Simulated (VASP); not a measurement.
# C (P6_3/mmc) in VASP: notebook

Runs on C. Level: PBEsol+D3(BJ). Tasks: single point.

Everything below comes from runs of VASP 6.6.1. Logs are shortened: lines on timing, memory, paths and dates and some standing lists are left out, and cuts for length are marked.

## Step 1: The cell of the first run

The structure is hexagonal, space group P6_3/mmc (No. 194). Conventional cell: a = 2.538 Å, b = 2.538 Å, c = 6.170 Å, α = 90.00°, β = 90.00°, γ = 120.00°. Within 2.0 Å of C (site symmetry -6m2) lie 3 C at 1.47 Å. C (site symmetry -6m2) has 3 C at 1.47 Å within 2.0 Å.

## Step 2: Single point, PBEsol+D3(BJ) (8.61 Å³/atom)

Contents of INCAR:

```
PREC = Accurate
ENCUT = 520
EDIFF = 1E-7
ISMEAR = 0
SIGMA = 0.15
LREAL = F
LASPH = T
NELM = 60
ALGO = Normal
ISIF = 2
LWAVE = F
LCHARG = F
GGA = PS
IVDW = 12
NBANDS = 16
```

Contents of KPOINTS:

```
Automatic mesh
0
Gamma
  21 21 8
```

Contents of POSCAR:

```
C
1.0
    2.5383354416      0.0000000000      0.0000000000
   -1.2691677208      2.1982629757      0.0000000000
    0.0000000000      0.0000000000      6.1701857913
C
4
Direct
    0.0000000000      0.0000000000      0.0025000000
    0.0000000000      0.0000000000      0.5025000000
    0.3333333333      0.6666666667      0.0025000000
    0.6666666667      0.3333333333      0.5025000000
```

Potentials or basis: VASP PAW PBE potentials, release 64 (C).

Run with:

```bash
cat potpaw_PBE.64/C/POTCAR > POTCAR
mpirun -np 1 vasp_std > vasp.out
```

OUTCAR:

```text
PREC = Accurate
   ENCUT = 520
   EDIFF = 1E-7
   ISMEAR = 0
   LREAL = F
   LASPH = T
   NELM = 60
   ISIF = 2
   GGA = PS
   IVDW = 12
 IVDW          = 12

 ion  position               nearest neighbor table
   1  0.000  0.000  0.002-   3 1.47   3 1.47   3 1.47
   2  0.000  0.000  0.502-   4 1.47   4 1.47   4 1.47
   3  0.333  0.667  0.002-   1 1.47   1 1.47   1 1.47
   4  0.667  0.333  0.502-   2 1.47   2 1.47   2 1.47

  LATTYP: Found a hexagonal cell.
 ALAT       =     2.5383354416
 C/A-ratio  =     2.4307999999

  Lattice vectors:

 A1 = (   2.5383354416,   0.0000000000,   0.0000000000)
 A2 = (  -1.2691677208,   2.1982629757,   0.0000000000)
 A3 = (   0.0000000000,   0.0000000000,   6.1701857913)

Analysis of symmetry for initial positions (statically):
=====================================================================
 Subroutine PRICEL returns:
 Original cell was already a primitive cell.

 Routine SETGRP: Setting up the symmetry group for a
 hexagonal supercell.

 Subroutine GETGRP returns: Found 24 space group operations
 (whereof  6 operations were pure point group operations)
 out of a pool of 24 trial point group operations.

The static configuration has the point symmetry C_3v.
 The point group associated with its full space group is D_6h.

Analysis of symmetry for dynamics (positions and initial velocities):
=====================================================================
 Subroutine PRICEL returns:
 Original cell was already a primitive cell.

 Routine SETGRP: Setting up the symmetry group for a
 hexagonal supercell.

 Subroutine GETGRP returns: Found 24 space group operations
 (whereof  6 operations were pure point group operations)
 out of a pool of 24 trial point group operations.

The dynamic configuration has the point symmetry C_3v.
 The point group associated with its full space group is D_6h.

 Subroutine INISYM returns: Found 24 space group operations
 (whereof  6 operations are pure point group operations),
 and found     1 'primitive' translations

----------------------------------------------------------------------------------------

                                     Primitive cell

  volume of cell :      34.4292

  direct lattice vectors                    reciprocal lattice vectors
     2.538335442  0.000000000  0.000000000     0.393958964  0.227452314  0.000000000
    -1.269167721  2.198262976  0.000000000     0.000000000  0.454904627  0.000000000
     0.000000000  0.000000000  6.170185791     0.000000000  0.000000000  0.162069674

  length of vectors
     2.538335442  2.538335442  6.170185791     0.454904627  0.454904627  0.162069674

  position of ions in fractional coordinates (direct lattice)
     0.000000000  0.000000000  0.002500000
     0.000000000  0.000000000  0.502500000
     0.333333333  0.666666667  0.002500000
     0.666666667  0.333333333  0.502500000

  ion indices of the primitive-cell ions
   primitive index   ion index
                 1           1
                 2           2
                 3           3
                 4           4

----------------------------------------------------------------------------------------

 KPOINTS: Automatic mesh

Automatic generation of k-mesh.
 Grid dimensions read from file:
 generate k-points for:   21   21    8

 Generating k-lattice:

  Cartesian coordinates                     Fractional coordinates (reciprocal lattice)
     0.018759951  0.010831063  0.000000000     0.047619048 -0.000000000  0.000000000
     0.000000000  0.021662125  0.000000000     0.000000000  0.047619048  0.000000000
     0.000000000  0.000000000  0.020258709     0.000000000  0.000000000  0.125000000

  Length of vectors
     0.021662125  0.021662125  0.020258709

  Shift w.r.t. Gamma in fractional coordinates (k-lattice)
     0.000000000  0.000000000  0.000000000

 Subroutine IBZKPT returns following result:
 ===========================================

 Found    240 irreducible k-points:

 Following reciprocal coordinates:
            Coordinates               Weight
  0.000000  0.000000  0.000000      1.000000
  0.047619  0.000000  0.000000      6.000000
  0.095238 -0.000000  0.000000      6.000000
  0.142857 -0.000000  0.000000      6.000000
  0.190476 -0.000000  0.000000      6.000000
  0.238095 -0.000000  0.000000      6.000000
[... 16 lines left out ...]
  0.142857  0.095238  0.000000     12.000000
  0.190476  0.095238  0.000000     12.000000
 [... further k-points ...]
   k-points           NKPTS =    240   k-points in BZ     NKDIM =    240   number of bands    NBANDS=     16
   number of dos      NEDOS =    301   number of ions     NIONS =      4
   total plane-waves  NPLWV =  19200
   dimension x,y,z NGX =    20 NGY =   20 NGZ =   48
   dimension x,y,z NGXF=    40 NGYF=   40 NGZF=   96
   ions per type =               4
   NGX,Y,Z   is equivalent  to a cutoff of  13.10, 13.10, 12.93 a.u.
   NGXF,Y,Z  is equivalent  to a cutoff of  26.20, 26.20, 25.87 a.u.
 SYSTEM =  unknown system
   PREC   = accura    normal or accurate (medium, high low for compatibility)
   ISTART =      0    job   : 0-new  1-cont  2-samecut
   ICHARG =      2    charge: 1-file 2-atom 10-const
   ISPIN  =      1    spin polarized calculation?
   LNONCOLLINEAR =      F non collinear calculations
   LSORBIT =      F    spin-orbit coupling
   LASPH  =      T    aspherical Exc in radial PAW
   ENCUT  =  520.0 eV  38.22 Ry    6.18 a.u.   4.72  4.72 11.47*2*pi/ulx,y,z
   NELM   =     60;   NELMIN=  2; NELMDL= -5     # of ELM steps
   EDIFF  = 0.1E-06   stopping-criterion for ELM
   LREAL  =      F    real-space projection
   EDIFFG = 0.1E-05   stopping-criterion for IOM
   NSW    =      0    number of steps for IOM
   IBRION =     -1    ionic relax: 0-MD 1-quasi-New 2-CG
   NFREE  =      0    steps in history (QN), initial steepest desc. (CG)
   ISIF   =      2    stress and relaxation
   ISYM   =      2    0-nonsym 1-usesym 2-fastsym
   POTIM  = 0.5000    time-step for ionic-motion
   TEBEG  =    0.0;   TEEND  =   0.0 temperature during run
   PSTRESS=    0.0 pullay stress
   NELECT =      16.0000    total number of electrons
   NUPDOWN=      -1.0000    fix difference up-down
   EMIN   =  10.00;   EMAX   =-10.00  energy-range for DOS
   EFERMI =   0.00;   METHOD = LEGACY
   ISMEAR =     0;   SIGMA  =   0.15  broadening in eV -4-tet -1-fermi 0-gaus
   EFERMI_NEDOS =   21; number of points for ismear=-14 and -15
   IALGO  =     38    algorithm
   IMIX   =      4    mixing-type and parameters
     AMIX     =   0.40;   BMIX     =  1.00
     AMIX_MAG =   1.60;   BMIX_MAG =  1.00
  volume/ion in A,a.u.               =       8.61        58.08
  Fermi-wavevector in a.u.,A,eV,Ry     =   1.268058  2.396283 21.877782  1.607972
  Thomas-Fermi vector in A             =   2.401173
   LORBIT       =      0    0 simple, 1 ext, 2 COOP (PROOUT), +10 PAW based schemes
   GGA     = PS    functional components
   LHFCALC =     F    Hartree Fock is set to
   AEXX    =    0.0000 exact exchange contribution
   IVDW    =    12    specifies the selected vdW correction
   LEPSILON=     F    determine dielectric tensor
   LRPA    =     F    only Hartree local field effects (RPA)
 non-spin polarized calculation
 Gauss-broadening in eV      SIGMA  =   0.15
  energy-cutoff  :      520.00
  volume of cell :       34.43
 maximum number of plane-waves:       947
 NGX is ok and might be reduce to    20
   NGX =  9   NGY =  9   NGZ = 23

 number of electron      15.9999999 magnetization

 Free energy of the ion-electron system (eV)
  ---------------------------------------------------
  ext. energy  EPLUGINS =         0.00000000
  ---------------------------------------------------
  free energy    TOTEN  =       -38.25817418 eV

  energy without entropy =      -38.25732032  energy(sigma->0) =      -38.25774725

 E-fermi :   4.7955     XC(G=0): -10.9349

 val. band max:        4.7941403853   @ k =   0.3333   0.3333   0.2500
 cond. band min:       4.8289035596   @ k =   0.3333   0.3333   0.3750
 fundamental gap:      0.0347631743
 Fermi energy:         4.7954658124

 k-point     1 :       0.0000    0.0000    0.0000
  band No.  band energies     occupation
      1     -14.2267      2.00000
      2     -13.6338      2.00000
      3      -3.6166      2.00000
      4      -0.5287      2.00000
      5       1.8272      2.00000
      6       1.8272      2.00000
[... 8 lines left out ...]
     15      15.3718      0.00000
     16      15.5143      0.00000

 k-point     2 :       0.0476    0.0000    0.0000
  band No.  band energies     occupation
      1     -14.1749      2.00000
      2     -13.5836      2.00000
      3      -3.5545      2.00000
      4      -0.4730      2.00000
      5       1.6063      2.00000
      6       1.6694      2.00000
[... 8 lines left out ...]
     15      15.3563      0.00000
     16      15.4773      0.00000

 k-point     3 :       0.0952   -0.0000    0.0000
  band No.  band energies     occupation
      1     -14.0197      2.00000
      2     -13.4334      2.00000
      3      -3.3685      2.00000
      4      -0.3065      2.00000
      5       0.9916      2.00000
      6       1.0857      2.00000
[... 8 lines left out ...]
     15      14.8989      0.00000
     16      15.8157      0.00000

 k-point     4 :       0.1429   -0.0000    0.0000
  band No.  band energies     occupation
      1     -13.7617      2.00000
      2     -13.1836      2.00000
      3      -3.0599      2.00000
      4      -0.0317      2.00000
      5       0.0879      2.00000
      6       0.2205      2.00000
[... 8 lines left out ...]
     15      14.4360      0.00000
     16      16.3835      0.00000
[... 324 lines left out ...]
 k-point    22 :       0.0952    0.0952    0.0000
  band No.  band energies     occupation
      1     -13.6073      2.00000
      2     -13.0342      2.00000
      3      -2.8756      2.00000
      4      -0.2319      2.00000
      5      -0.1442      2.00000
      6       0.1318      2.00000
[... 8 lines left out ...]
     15      14.2637      0.00000
     16      17.0305      0.00000

 k-point    23 :       0.1429    0.0952    0.0000
  band No.  band energies     occupation
      1     -13.2483      2.00000
      2     -12.6867      2.00000
      3      -2.4480      2.00000
      4      -1.1564      2.00000
      5      -1.0307      2.00000
      6       0.0461      2.00000
[... 8 lines left out ...]
     15      14.9322      0.00000
     16      18.0701      0.00000

 k-point    24 :       0.1905    0.0952    0.0000
  band No.  band energies     occupation
      1     -12.7893      2.00000
      2     -12.2426      2.00000
      3      -2.2320      2.00000
      4      -2.0502      2.00000
      5      -1.9043      2.00000
      6      -0.5085      2.00000
[... 8 lines left out ...]
     15      15.9605      0.00000
     16      18.2723      0.00000

 [... further k-points ...]

------------------------ aborting loop because EDIFF is reached ----------------------------------------

 Edisp (eV)   -0.46643

 E8    (eV) :    -0.2266

  FORCE on cell =-STRESS in cart. coord.  units (eV):
  Direction    XX          YY          ZZ          XY          YZ          ZX
  --------------------------------------------------------------------------------------
  -------------------------------------------------------------------------------------
  Total      -8.33582    -8.33582     0.72660     0.00000    -0.00000     0.00000
  in kB    -387.91079  -387.91079    33.81261     0.00000    -0.00000     0.00000
  external pressure =     -247.34 kB  Pullay stress =        0.00 kB

 VOLUME and BASIS-vectors are now :
 -----------------------------------------------------------------------------
  energy-cutoff  :      520.00
  volume of cell :       34.43
      direct lattice vectors                 reciprocal lattice vectors
     2.538335442  0.000000000  0.000000000     0.393958964  0.227452314  0.000000000
    -1.269167721  2.198262976  0.000000000     0.000000000  0.454904627  0.000000000
     0.000000000  0.000000000  6.170185791     0.000000000  0.000000000  0.162069674

 POSITION                                       TOTAL-FORCE (eV/Angst)
 -----------------------------------------------------------------------------------
      0.00000      0.00000      0.01543        -0.000000      0.000000     -0.000000
      0.00000      0.00000      3.10052         0.000000     -0.000000     -0.000000
     -0.00000      1.46551      0.01543        -0.000000      0.000000     -0.000000
      1.26917      0.73275      3.10052         0.000000      0.000000      0.000000
 -----------------------------------------------------------------------------------
    total drift:                                0.000000      0.000000      0.000008

  FREE ENERGIE OF THE ION-ELECTRON SYSTEM (eV)
  ---------------------------------------------------
  free  energy   TOTEN  =       -38.7246030530 eV

  energy  without entropy=      -38.7237491913  energy(sigma->0) =      -38.72417612
```

Wall time 69 s (1 thread of Intel Xeon 6975P-C (Granite Rapids), shared host); peak memory 0.23 GiB.

Results:

```
Free energy                : -38.7246 eV
Pressure                   : -24.7 GPa
Band gap on the k mesh     : zero (bands 8 and 9 overlap by 0.08 eV)
Dispersion energy per atom : -0.117 eV
```

Stress tensor (GPa, compression positive):
```
-38.79   0.00   0.00
  0.00 -38.79   0.00
  0.00   0.00   3.38
```

Caveat: the cell stands under tension; the PAW data sets were made with another functional, which shifts forces and pressure a little.

## Step 3: Single point, PBEsol+D3(BJ) (8.61 Å³/atom)

Contents of INCAR:

```
PREC     = Accurate       # precision mode
ENCUT    = 520            # plane-wave cutoff, eV
EDIFF    = 1E-6           # SCF threshold, eV
ISMEAR   = 0              # smearing method
SIGMA    = 0.15           # smearing width, eV
LREAL    = F              # projectors in reciprocal space
LASPH    = T              # aspherical terms in the spheres
NELM     = 80             # most SCF steps
ALGO     = Normal         # electronic algorithm
ISIF     = 2              # what is computed and relaxed
LWAVE    = F              # write WAVECAR
LCHARG   = F              # write CHGCAR
GGA      = PS             # functional
IVDW     = 12             # dispersion correction
NBANDS   = 16             # bands
```

KPOINTS is that of step 2.

Contents of POSCAR:

```
C
1.0
    2.3802250379      0.0000000000      0.0000000000
   -1.1901125190      2.0613353496      0.0000000000
    0.0000000000      0.0000000000      7.0171414344
C
4
Direct
    0.0000000000      0.0000000000      0.0025000000
    0.0000000000      0.0000000000      0.5025000000
    0.3333333333      0.6666666667      0.0025000000
    0.6666666667      0.3333333333      0.5025000000
```

Potentials or basis: VASP PAW PBE potentials, release 64 (C).

Run with:

```bash
cat potpaw_PBE.64/C/POTCAR > POTCAR
mpirun -np 1 vasp_std > vasp.out
```

Wall time 61 s (1 thread of Intel Xeon 6975P-C (Granite Rapids), shared host); peak memory 0.22 GiB.

The run converged. Its results:

| Property | Result |
| --- | --- |
| Free energy | -38.6637 eV |
| Pressure | 31.5 GPa |
| Band gap on the k mesh | zero (bands 8 and 9 overlap by 0.02 eV) |
| Dispersion energy per atom | -0.102 eV |

Stress tensor (GPa, compression positive):
```
48.12  0.00  0.00
 0.00 48.12  0.00
 0.00  0.00 -1.75
```

Levels at points of the mesh, in eV from the Fermi level:
| k point | band 5 | band 6 | band 7 | band 8 | band 9 | band 10 | band 11 | band 12 |
| --- | --- | --- | --- | --- | --- | --- | --- | --- |
| (0.00, 0.00, 0.00) | -2.92 | -2.92 | -2.91 | -2.91 | 3.32 | 8.96 | 9.02 | 9.02 |
| (0.00, 0.00, 0.50) | -2.92 | -2.92 | -2.92 | -2.92 | 5.63 | 5.63 | 9.03 | 9.03 |

Caveat: the cell stands under pressure; the PAW data sets were made with another functional, which shifts forces and pressure a little.
